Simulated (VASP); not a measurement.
# Be2Bi (R3m) in VASP: single point with PBE

Aim: the single point of Be2Bi with PBE.

All numbers are computed with VASP 6.6.1; they aren't measurements. Logs are shortened: lines on timing, memory, paths and dates and some standing lists are left out, and cuts for length are marked.

## 1. The cell of the first run

Symmetry: R3m, No. 160, trigonal system. The conventional cell has a = 4.327 Å, b = 4.327 Å, c = 20.234 Å, α = 90.00°, β = 90.00°, γ = 120.00°. Within 2.9 Å of Be (site symmetry m) lie 5 Be at 2.16 to 2.21 Å and 2 Bi at 2.69 Å. Be (site symmetry 3m) has 3 Be at 2.21 Å and 3 Bi at 2.55 Å within 2.9 Å. Within 3.5 Å of Bi (site symmetry 3m) lie 6 Be at 2.69 Å. Bi (site symmetry 3m) has 9 Be at 2.55 to 3.19 Å within 3.4 Å.

## 2. Single point, PBE

File INCAR:

```
SYSTEM = Be2Bi
PREC = Accurate
ENCUT = 520
EDIFF = 1E-6
ISMEAR = 0
SIGMA = 0.1
LREAL = .False.
LASPH = .True.
NELM = 80
ALGO = Fast
ISIF = 2
LWAVE = .False.
LCHARG = .False.
GGA = PE
NBANDS = 28
```

File KPOINTS:

```
Automatic mesh
0
Gamma
  12 12 12
  0 0 0
```

File POSCAR:

```
Be2Bi
1.0
    2.1636996462      1.2492125732      6.7445020423
   -2.1636996462      1.2492125732      6.7445020423
    0.0000000000     -2.4984251464      6.7445020423
Be Bi
4 2
Direct
    0.3687010169      0.8692290308      0.8692290308
    0.8692290308      0.3687010169      0.8692290308
    0.9452902152      0.9452902152      0.9452902152
    0.8692290308      0.8692290308      0.3687010169
    0.4477942772      0.4477942772      0.4477942772
    0.2531885282      0.2531885282      0.2531885282
```

Potentials or basis: VASP PAW PBE potentials, release 64 (Be, Bi_d).

The run is started by

```sh
> cat potpaw_PBE.64/Be/POTCAR potpaw_PBE.64/Bi_d/POTCAR > POTCAR
> mpirun -np 1 vasp_std > vasp.out
```

OUTCAR:

```text
SYSTEM = Be2Bi
   PREC = Accurate
   ENCUT = 520
   EDIFF = 1E-6
   ISMEAR = 0
   LREAL = .False.
   LASPH = .True.
   NELM = 80
   ISIF = 2
   GGA = PE

 ion  position               nearest neighbor table
   1  0.369  0.869  0.869-   2 2.16   4 2.16   2 2.17   4 2.17   3 2.21   5 2.69   5 2.69
   2  0.869  0.369  0.869-   1 2.16   4 2.16   1 2.17   4 2.17   3 2.21   5 2.69   5 2.69
   3  0.945  0.945  0.945-   1 2.21   2 2.21   4 2.21   6 2.55   6 2.55   6 2.55
   4  0.869  0.869  0.369-   1 2.16   2 2.16   2 2.17   1 2.17   3 2.21   5 2.69   5 2.69
   5  0.448  0.448  0.448-   4 2.69   4 2.69   1 2.69   2 2.69   2 2.69   1 2.69   6 3.76   6 3.76
                             6 3.76
   6  0.253  0.253  0.253-   3 2.55   3 2.55   3 2.55   5 3.76   5 3.76   5 3.76

  LATTYP: Found a trigonal (rhomboedric) cell.
 ALAT       =     7.1923873652
 COS(alpha) =     0.8190003209

  Lattice vectors:

 A1 = (   2.1636996462,   1.2492125732,   6.7445020423)
 A2 = (  -2.1636996462,   1.2492125732,   6.7445020423)
 A3 = (   0.0000000000,  -2.4984251464,   6.7445020423)

Analysis of symmetry for initial positions (statically):
=====================================================================
 Subroutine PRICEL returns:
 Original cell was already a primitive cell.

 Routine SETGRP: Setting up the symmetry group for a
 trigonal (rhombohedral) supercell.

 Subroutine GETGRP returns: Found  6 space group operations
 (whereof  6 operations were pure point group operations)
 out of a pool of 12 trial point group operations.

The static configuration has the point symmetry C_3v.

Analysis of symmetry for dynamics (positions and initial velocities):
=====================================================================
 Subroutine PRICEL returns:
 Original cell was already a primitive cell.

 Routine SETGRP: Setting up the symmetry group for a
 trigonal (rhombohedral) supercell.

 Subroutine GETGRP returns: Found  6 space group operations
 (whereof  6 operations were pure point group operations)
 out of a pool of 12 trial point group operations.

The dynamic configuration has the point symmetry C_3v.

 Subroutine INISYM returns: Found  6 space group operations
 (whereof  6 operations are pure point group operations),
 and found     1 'primitive' translations

----------------------------------------------------------------------------------------

                                     Primitive cell

  volume of cell :     109.3791

  direct lattice vectors                    reciprocal lattice vectors
     2.163699646  1.249212573  6.744502042     0.231085678  0.133417378  0.049422972
    -2.163699646  1.249212573  6.744502042    -0.231085678  0.133417378  0.049422972
     0.000000000 -2.498425146  6.744502042     0.000000000 -0.266834757  0.049422972

  length of vectors
     7.192387365  7.192387365  7.192387365     0.271373207  0.271373207  0.271373207

  position of ions in fractional coordinates (direct lattice)
     0.368701017  0.869229031  0.869229031
     0.869229031  0.368701017  0.869229031
     0.945290215  0.945290215  0.945290215
     0.869229031  0.869229031  0.368701017
     0.447794277  0.447794277  0.447794277
     0.253188528  0.253188528  0.253188528

  ion indices of the primitive-cell ions
   primitive index   ion index
                 1           1
                 2           2
                 3           3
                 4           4
                 5           5
                 6           6

----------------------------------------------------------------------------------------

 KPOINTS: Automatic mesh

Automatic generation of k-mesh.
 Grid dimensions read from file:
 generate k-points for:   12   12   12

 Generating k-lattice:

  Cartesian coordinates                     Fractional coordinates (reciprocal lattice)
     0.019257140  0.011118115  0.004118581     0.083333333 -0.000000000  0.000000000
    -0.019257140  0.011118115  0.004118581    -0.000000000  0.083333333  0.000000000
     0.000000000 -0.022236230  0.004118581     0.000000000  0.000000000  0.083333333

  Length of vectors
     0.022614434  0.022614434  0.022614434

  Shift w.r.t. Gamma in fractional coordinates (k-lattice)
     0.000000000  0.000000000  0.000000000

 Subroutine IBZKPT returns following result:
 ===========================================

 Found    189 irreducible k-points:

 Following reciprocal coordinates:
            Coordinates               Weight
  0.000000  0.000000  0.000000      1.000000
  0.083333 -0.000000 -0.000000      6.000000
  0.166667  0.000000  0.000000      6.000000
  0.250000  0.000000 -0.000000      6.000000
  0.333333 -0.000000 -0.000000      6.000000
  0.416667  0.000000 -0.000000      6.000000
[... 16 lines left out ...]
  0.500000  0.166667  0.000000     12.000000
 -0.416667  0.166667  0.000000     12.000000
 [... further k-points ...]
   k-points           NKPTS =    189   k-points in BZ     NKDIM =    189   number of bands    NBANDS=     28
   number of dos      NEDOS =    301   number of ions     NIONS =      6
   total plane-waves  NPLWV = 157464
   dimension x,y,z NGX =    54 NGY =   54 NGZ =   54
   dimension x,y,z NGXF=   108 NGYF=  108 NGZF=  108
   ions per type =               4   2
   NGX,Y,Z   is equivalent  to a cutoff of  12.48, 12.48, 12.48 a.u.
   NGXF,Y,Z  is equivalent  to a cutoff of  24.96, 24.96, 24.96 a.u.
 SYSTEM =  Be2Bi
   PREC   = accura    normal or accurate (medium, high low for compatibility)
   ISTART =      0    job   : 0-new  1-cont  2-samecut
   ICHARG =      2    charge: 1-file 2-atom 10-const
   ISPIN  =      1    spin polarized calculation?
   LNONCOLLINEAR =      F non collinear calculations
   LSORBIT =      F    spin-orbit coupling
   LASPH  =      T    aspherical Exc in radial PAW
   ENCUT  =  520.0 eV  38.22 Ry    6.18 a.u.  13.37 13.37 13.37*2*pi/ulx,y,z
   NELM   =     80;   NELMIN=  2; NELMDL= -5     # of ELM steps
   EDIFF  = 0.1E-05   stopping-criterion for ELM
   LREAL  =      F    real-space projection
   EDIFFG = 0.1E-04   stopping-criterion for IOM
   NSW    =      0    number of steps for IOM
   IBRION =     -1    ionic relax: 0-MD 1-quasi-New 2-CG
   NFREE  =      0    steps in history (QN), initial steepest desc. (CG)
   ISIF   =      2    stress and relaxation
   ISYM   =      2    0-nonsym 1-usesym 2-fastsym
   POTIM  = 0.5000    time-step for ionic-motion
   TEBEG  =    0.0;   TEEND  =   0.0 temperature during run
   PSTRESS=    0.0 pullay stress
   NELECT =      38.0000    total number of electrons
   NUPDOWN=      -1.0000    fix difference up-down
   EMIN   =  10.00;   EMAX   =-10.00  energy-range for DOS
   EFERMI =   0.00;   METHOD = LEGACY
   ISMEAR =     0;   SIGMA  =   0.10  broadening in eV -4-tet -1-fermi 0-gaus
   EFERMI_NEDOS =   21; number of points for ismear=-14 and -15
   IALGO  =     68    algorithm
   IMIX   =      4    mixing-type and parameters
     AMIX     =   0.40;   BMIX     =  1.00
     AMIX_MAG =   1.60;   BMIX_MAG =  1.00
  volume/ion in A,a.u.               =      18.23       123.02
  Fermi-wavevector in a.u.,A,eV,Ry     =   1.150865  2.174820 18.020797  1.324491
  Thomas-Fermi vector in A             =   2.287527
   LORBIT       =      0    0 simple, 1 ext, 2 COOP (PROOUT), +10 PAW based schemes
   GGA     = PE    functional components
   LHFCALC =     F    Hartree Fock is set to
   AEXX    =    0.0000 exact exchange contribution
   IVDW    =     0    specifies the selected vdW correction
   LEPSILON=     F    determine dielectric tensor
   LRPA    =     F    only Hartree local field effects (RPA)
 non-spin polarized calculation
 RMM-DIIS sequential band-by-band and
 Gauss-broadening in eV      SIGMA  =   0.10
  energy-cutoff  :      520.00
  volume of cell :      109.38
 maximum number of plane-waves:      2964
 NGX is ok and might be reduce to    54
   NGX = 27   NGY = 27   NGZ = 27

 number of electron      38.0000005 magnetization

 Free energy of the ion-electron system (eV)
  ---------------------------------------------------
  ext. energy  EPLUGINS =         0.00000000
  ---------------------------------------------------
  free energy    TOTEN  =       -20.62888504 eV

  energy without entropy =      -20.61585346  energy(sigma->0) =      -20.62236925

 E-fermi :   5.6072     XC(G=0):  -9.6517

 val. band max:        5.6042030788   @ k =   0.0833   0.0833   0.0000
 cond. band min:       5.6102979547   @ k =  -0.2500   0.2500   0.0000
 fundamental gap:      0.0060948759
 Fermi energy:         5.6072370278

 k-point     1 :       0.0000    0.0000    0.0000
  band No.  band energies     occupation
      1     -17.0157      2.00000
      2     -16.9582      2.00000
      3     -16.9582      2.00000
      4     -16.8796      2.00000
      5     -16.8796      2.00000
      6     -16.5798      2.00000
[... 20 lines left out ...]
     27      10.6060      0.00000
     28      10.6061      0.00000

 k-point     2 :       0.0833   -0.0000   -0.0000
  band No.  band energies     occupation
      1     -17.0151      2.00000
      2     -16.9587      2.00000
      3     -16.9583      2.00000
      4     -16.8795      2.00000
      5     -16.8783      2.00000
      6     -16.5804      2.00000
[... 20 lines left out ...]
     27      10.4054      0.00000
     28      10.6828      0.00000

 k-point     3 :       0.1667    0.0000    0.0000
  band No.  band energies     occupation
      1     -17.0135      2.00000
      2     -16.9600      2.00000
      3     -16.9586      2.00000
      4     -16.8791      2.00000
      5     -16.8746      2.00000
      6     -16.5818      2.00000
[... 616 lines left out ...]
      3     -16.9608      2.00000
      4     -16.8744      2.00000
      5     -16.8621      2.00000
      6     -16.5860      2.00000
[... 20 lines left out ...]
     27      12.2875      0.00000
     28      12.6977      0.00000

 k-point    24 :      -0.4167    0.1667    0.0000
  band No.  band energies     occupation
      1     -17.0065      2.00000
      2     -16.9651      2.00000
      3     -16.9610      2.00000
      4     -16.8739      2.00000
      5     -16.8613      2.00000
      6     -16.5863      2.00000
[... 20 lines left out ...]
     27      12.1241      0.00000
     28      12.6794      0.00000

 [... further k-points ...]

------------------------ aborting loop because EDIFF is reached ----------------------------------------

  FORCE on cell =-STRESS in cart. coord.  units (eV):
  Direction    XX          YY          ZZ          XY          YZ          ZX
  --------------------------------------------------------------------------------------
  -------------------------------------------------------------------------------------
  Total        0.0057466      0.0057466     -0.0016506      0.0000000      0.0000000     -0.0000000
  in kB        0.0841751      0.0841751     -0.0241778      0.0000000      0.0000000     -0.0000000
  external PRESSURE =       0.0480575 kB  Pullay stress =       0.0000000 kB

 VOLUME and BASIS-vectors are now :
 -----------------------------------------------------------------------------
  energy-cutoff  :      520.00
  volume of cell :      109.38
      direct lattice vectors                 reciprocal lattice vectors
     2.163699646  1.249212573  6.744502042     0.231085678  0.133417378  0.049422972
    -2.163699646  1.249212573  6.744502042    -0.231085678  0.133417378  0.049422972
     0.000000000 -2.498425146  6.744502042     0.000000000 -0.266834757  0.049422972

 POSITION                                       TOTAL-FORCE (eV/Angst)
 -----------------------------------------------------------------------------------
     -1.08299     -0.62527     14.21174         0.003616      0.002088      0.004022
      1.08299     -0.62527     14.21174        -0.003616      0.002088      0.004022
      0.00000      0.00000     19.12654        -0.000000      0.000000     -0.004484
      0.00000      1.25053     14.21174        -0.000000     -0.004176      0.004022
      0.00000      0.00000      9.06045        -0.000000      0.000000      0.001994
      0.00000      0.00000      5.12289        -0.000000      0.000000     -0.009577
 -----------------------------------------------------------------------------------
    total drift:                               -0.000000     -0.000000     -0.000841

  FREE ENERGIE OF THE ION-ELECTRON SYSTEM (eV)
  ---------------------------------------------------
  free  energy   TOTEN  =       -20.6288850392 eV

  energy  without entropy=      -20.6158534574  energy(sigma->0) =      -20.62236925
```

Wall time 14 min (1 thread of Intel Xeon 6975P-C (Granite Rapids), shared host); peak memory 0.72 GiB.

Results:

| Item | Value |
| --- | --- |
| Free energy | -20.6289 eV |
| Pressure | 0.0 GPa |
| Largest force | 0.010 eV/Å |
| Band gap on the k mesh | zero (bands 19 and 20 overlap by 0.99 eV) |

Forces on the atoms (eV/Å):
```
Be   0.004  0.002  0.004
Be  -0.004  0.002  0.004
Be   0.000  0.000 -0.004
Be   0.000 -0.004  0.004
Bi   0.000  0.000  0.002
Bi   0.000  0.000 -0.010
```

Levels at points of the mesh, in eV from the Fermi level:
| k point | band 17 | band 18 | band 19 | band 20 | band 21 | band 22 |
| --- | --- | --- | --- | --- | --- | --- |
| (0.00, 0.00, 0.00) | -0.64 | -0.09 | -0.09 | 0.13 | 2.28 | 2.28 |
| (0.50, 0.00, 0.00) | -2.45 | -1.74 | -1.54 | 0.20 | 2.60 | 4.05 |
| (0.50, 0.50, 0.00) | -1.68 | -1.27 | -0.74 | 0.02 | 1.83 | 2.82 |
| (0.50, 0.50, 0.50) | -1.74 | 0.17 | 0.17 | 1.71 | 2.06 | 2.51 |

Caveat: spin-orbit coupling is left out, which moves the levels of the heavy elements.
